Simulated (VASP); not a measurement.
A run of VASP 6.6.1:

Contents of INCAR:

```
PREC = Accurate
ENCUT = 520
EDIFF = 1E-6
ISMEAR = 0
SIGMA = 0.1
LREAL = F
LASPH = T
NELM = 60
ALGO = Normal
ISIF = 2
LWAVE = F
LCHARG = F
GGA = PE
NBANDS = 30
```

Contents of KPOINTS:

```
Automatic mesh
0
Gamma
  6 6 2
```

POSCAR

```
B
1.0
    2.7926715900      0.0000000000      0.0000000000
   -1.3963358000      2.4185245400      0.0000000000
    0.0000000000      0.0000000000     13.6812225300
B
12
Direct
    0.0000000000      0.0000000000      0.1875000000
    0.0000000000      0.0000000000      0.6875000000
    0.0000000000      0.0000000000      0.3125000000
    0.0000000000      0.0000000000      0.8125000000
    0.3333333300      0.6666666700      0.5208299800
    0.6666666700      0.3333333300      0.0208299800
    0.3333333300      0.6666666700      0.9791700200
    0.6666666700      0.3333333300      0.4791700200
    0.3333333300      0.6666666700      0.6458299800
    0.6666666700      0.3333333300      0.1458299800
    0.3333333300      0.6666666700      0.8541700200
    0.6666666700      0.3333333300      0.3541700200
```

Potentials or basis: VASP PAW PBE potentials, release 64 (B).

Command:

```console
$ cat potpaw_PBE.64/B/POTCAR > POTCAR
$ mpirun -np 1 vasp_std > vasp.out
```

Hardware: 1 thread of Intel(R) Xeon(R) 6975P-C (Granite Rapids), on a shared host.

Problem. How long does it take, and how much memory?

Solution. Wall time 22 s on 1 thread of Intel(R) Xeon(R) 6975P-C (Granite Rapids), with other jobs on the host, peak memory 0.22 GiB. Counts: scf iterations 14, k points 14.
